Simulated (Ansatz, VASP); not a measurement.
H: VASP beside Ansatz

The input INCAR:

```
SYSTEM = H
  PREC = Accurate
  ENCUT = 600
  EDIFF = 1E-6
  ISMEAR = 0
  SIGMA = 0.02
  LREAL = Auto
  LASPH = .True.
  NELM = 80
  ALGO = Normal
  ISIF = 3
  LWAVE = .False.
  LCHARG = .False.
  GGA = PS
  IBRION = 2
  NSW = 100
  EDIFFG = -0.01
```

Contents of KPOINTS:

```
Automatic mesh
0
Gamma
  4 2 6
  0 0 0
```

Contents of POSCAR:

```
H
1.0
    5.4308380898      0.0000000000      0.0000000000
    0.0000000000     11.3716058205      0.0000000000
    0.0000000000      0.0000000000      4.3647071602
H
16
Direct
    0.5754908699      0.7500000000      0.4363878044
    0.0754908699      0.7500000000      0.0636121956
    0.4245091301      0.2500000000      0.5636121956
    0.9245091301      0.2500000000      0.9363878044
    0.6737921001      0.7500000000      0.5599433980
    0.1737921001      0.7500000000      0.9400566020
    0.3262078999      0.2500000000      0.4400566020
    0.8262078999      0.2500000000      0.0599433980
    0.4521824008      0.9959843130      0.0625170444
    0.9521824008      0.5040156870      0.4374829556
    0.5478175992      0.4959843130      0.9374829556
    0.0478175992      0.0040156870      0.5625170444
    0.5478175992      0.0040156870      0.9374829556
    0.0478175992      0.4959843130      0.5625170444
    0.4521824008      0.5040156870      0.0625170444
    0.9521824008      0.9959843130      0.4374829556
```

Input for Ansatz:

```yaml
crystal:
  lattice:
    - [5.4308380898, 0.0, 0.0]
    - [0.0, 11.3716058205, 0.0]
    - [0.0, 0.0, 4.3647071602]
  atoms:
    - { symbol: H, position: [0.5754908699, 0.75, 0.4363878044] }
    - { symbol: H, position: [0.0754908699, 0.75, 0.0636121956] }
    - { symbol: H, position: [0.4245091301, 0.25, 0.5636121956] }
    - { symbol: H, position: [0.9245091301, 0.25, 0.9363878044] }
    - { symbol: H, position: [0.6737921001, 0.75, 0.559943398] }
    - { symbol: H, position: [0.1737921001, 0.75, 0.940056602] }
    - { symbol: H, position: [0.3262078999, 0.25, 0.440056602] }
    - { symbol: H, position: [0.8262078999, 0.25, 0.059943398] }
    - { symbol: H, position: [0.4521824008, 0.995984313, 0.0625170444] }
    - { symbol: H, position: [0.9521824008, 0.504015687, 0.4374829556] }
    - { symbol: H, position: [0.5478175992, 0.495984313, 0.9374829556] }
    - { symbol: H, position: [0.0478175992, 0.004015687, 0.5625170444] }
    - { symbol: H, position: [0.5478175992, 0.004015687, 0.9374829556] }
    - { symbol: H, position: [0.0478175992, 0.495984313, 0.5625170444] }
    - { symbol: H, position: [0.4521824008, 0.504015687, 0.0625170444] }
    - { symbol: H, position: [0.9521824008, 0.995984313, 0.4374829556] }
basis:
  ecutwfc: 420
kpoints:
  mp_grid: { grid: [4, 2, 6] }
hamiltonian:
  xc: pbesol
scf:
  occupations: { method: gaussian, width: 0.02 }
output:
  forces: true
  stress: true
  eigenvalues: true
relax:
  adjacent_minimum: "off"
  f_tol: 0.01
  max_steps: 80
  cell: { stress_tol: 0.05 }
```

Alike in both runs: task relaxation of cell and atoms; functional PBEsol; k mesh 4 × 2 × 6; occupations gaussian, width 0.02 eV; no spin polarisation.

```csv
,VASP,Ansatz
version,VASP 6.6.1,Ansatz 0.2.0
potentials or method,"VASP PAW PBE potentials, release 64 (H), cutoff 600 eV","scalar-relativistic, plane waves, PAW"
valence electrons in the cell,16,16
```

|  | VASP | Ansatz | Ansatz less VASP |
| --- | --- | --- | --- |
| gap on the k mesh at the Fermi level, each at its own relaxed structure (eV) | 9.12 | 9.12 | +0.001 |
| relaxed volume (Å³/atom) | 16.85 | 16.85 | 0.000 |
| relaxed length of the cell vector where the two differ most in proportion (Å) | 4.365 | 4.365 | 0.0000 |

VASP's potentials were made for PBE, not for PBEsol.

Noted on VASP's run: the relaxation stopped at its first step, so nothing moved.
